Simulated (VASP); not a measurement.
Set up this calculation in VASP 6.6.1, as the native input.

```yaml
Task: single point
Functional: PBE
Dispersion: D3(BJ)
Potentials_or_basis: VASP PAW PBE potentials, release 64 (As, S, Se)
Cutoff: 520 eV
k_mesh: 1 × 1 × 1, shifted
Occupations: fermi-dirac, width 0.0655 eV
Spin: no spin polarisation
Dipole_correction: no
Further_INCAR_settings: LREAL = Auto; ALGO = Normal; EDIFF = 1e-07; NBANDS = 88; ISYM = 0
```

The structure of As10Se12S3 lies in POSCAR:

```
As10Se12S3
1.0
    8.8186510000      0.2405820000      0.2922810000
    0.2405820000      8.9584340000      0.2205530000
    0.2922810000      0.2205530000      8.8565100000
As S Se
10 3 12
Direct
    0.0532072336      0.6385295309      0.6902134061
    0.2417358068     -0.0038485675      1.0025837525
    0.6838754767      0.7044113620      0.5467038543
    0.0883118368      0.8746161293      0.5500215002
    0.5146397994      0.4466837507      0.4471352851
    0.5788360438      0.4661305351      0.1403147215
    0.7632737446      0.5943694350      0.7982785120
    0.9110002266      0.3312878577      0.6152368610
    0.2340159855      0.2510525137      0.8372934924
    0.6094632333      0.0907778245      0.4118192330
    0.5121712015      0.8404078586      0.1142151496
    0.1576460934      0.3274548273      0.6140371205
    0.3365894305      0.6749118362      0.2931789694
    0.9080362881      0.0258952494      0.4197944756
    1.0043462755      0.9112936427      0.9491614778
    0.8166357260      0.5375518177      0.1489876066
    0.7235014393      0.1065120148      0.1601008446
    0.5474897050      0.8987131255      0.8405581076
    0.3429581983      0.5759903048      0.9159762079
    0.3881477010      0.6895622052      0.5642913279
    0.9556284265      0.5486793929      0.4314376749
    0.1733195201      0.9787009361      0.2937919756
    0.1953274925      0.4248216851      0.0521674777
    0.5023583986      0.2621500305      0.7391278516
    0.3895663034      0.2269899683      0.3037352019
```

One way to write it, as run:

INCAR

```
  PREC = Accurate
  ENCUT = 520
  EDIFF = 1E-7
  ISMEAR = -1
  SIGMA = 0.0655
  LREAL = Auto
  LASPH = T
  NELM = 100
  ALGO = Normal
  ISIF = 2
  LWAVE = F
  LCHARG = T
  GGA = PE
  IVDW = 12
  LELF = T
  LVHAR = T
  NBANDS = 88
  ISYM = 0
```

KPOINTS

```
Automatic mesh
0
Gamma
  1 1 1
  0.25 0.25 0.25
```

Potentials or basis: VASP PAW PBE potentials, release 64 (As, S, Se).

Run with:

```console
$ cat potpaw_PBE.64/As/POTCAR potpaw_PBE.64/S/POTCAR potpaw_PBE.64/Se/POTCAR > POTCAR
$ mpirun -np 1 vasp_std > vasp.out
```

Results of the run:

- Pressure: -1.4 GPa
- Largest force: 2.607 eV/Å
- Band gap on the k mesh: 0.16 eV
- Dispersion energy per atom: -0.297 eV

Caveat: the k points lie up to 0.71 Å⁻¹ apart.

Run time: 110 s on 1 thread of Intel(R) Xeon(R) 6975P-C (Granite Rapids), with other jobs on the host, peak memory 0.67 GiB.
